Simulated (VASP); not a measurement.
Wanted: the native input for a VASP 6.6.1 run.

```yaml
Task: single point
Functional: LDA
Potentials_or_basis: VASP PAW LDA potentials, release 64 (Sn_d, Se)
Cutoff: 520 eV
k_mesh: 8 × 8 × 8
Occupations: gaussian, width 0.05 eV
Spin: no spin polarisation
Dipole_correction: no
Further_INCAR_settings: ALGO = Normal; EDIFF = 1e-07; NBANDS = 17
```

The structure of SnSe lies in POSCAR:

```
SnSe
1.0
    0.0000000000      3.0645136809      2.9466477701
    2.8287818593      0.0000000000      2.9466477701
    2.8287818593      3.0645136809      0.0000000000
Sn Se
1 1
Direct
    0.0000000000      0.0000000000      0.0000000000
    0.5000000000      0.5000000000      0.5000000000
```

This cell differs from its parent crystal: strain -0.0400 x Voigt [1, -1, 0, 0, 0, 0].

One way to write it, as run:

INCAR

```
SYSTEM = SnSe
PREC = Accurate ; ENCUT = 520
EDIFF = 1E-7 ; ISMEAR = 0
SIGMA = 0.05 ; LREAL = .False.
LASPH = .True. ; NELM = 100
ALGO = Normal ; ISIF = 2
LWAVE = .False. ; LCHARG = .False.
NBANDS = 17
```

KPOINTS

```
regular mesh
0
Gamma
  8 8 8
  0 0 0
```

Potentials or basis: VASP PAW LDA potentials, release 64 (Sn_d, Se).

Run with:

```console
$ cat potpaw_LDA.64/Sn_d/POTCAR potpaw_LDA.64/Se/POTCAR > POTCAR
$ mpirun -np 1 vasp_std > vasp.out
```

Results of the run:

The pressure is 0.9 GPa and the band gap on the k mesh is 0.51 eV (least direct gap 0.59 eV).

Caveat: the cell differs from its parent crystal (strain -0.0400 x Voigt [1, -1, 0, 0, 0, 0]); spin-orbit coupling is left out, which moves the levels of the heavy elements.

Run time: 76 s on 1 thread of Intel Xeon 8259CL, on a shared host, peak memory 0.21 GiB.
